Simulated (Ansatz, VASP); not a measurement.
Two plane-wave programs on Bi

```
CELL_PARAMETERS angstrom
2.26726 1.30900 4.11667
-2.26726 1.30900 4.11667
0.00000 -2.61800 4.11667
ATOMIC_POSITIONS crystal
Bi 0.23171 0.23171 0.23171
Bi 0.76829 0.76829 0.76829
```

Alike in both runs: task single point; functional r2SCAN; k mesh 12 × 12 × 12; occupations fermi-dirac, width 0.1 eV; no spin polarisation.

```csv
,VASP,Ansatz
version,VASP 6.6.1,Ansatz 0.2.0
potentials or method,"VASP PAW PBE potentials, release 64 (Bi_d), cutoff 520 eV","plane waves (500 eV) with PAW, scalar-relativistic"
valence electrons in the cell,30,30
```

|  | VASP | Ansatz | Ansatz less VASP |
| --- | --- | --- | --- |
| pressure (GPa) | 0.0 | 0.0 | +0.05 |

VASP's potentials were made for PBE, not for r2SCAN.

Neither program's run includes spin-orbit coupling.
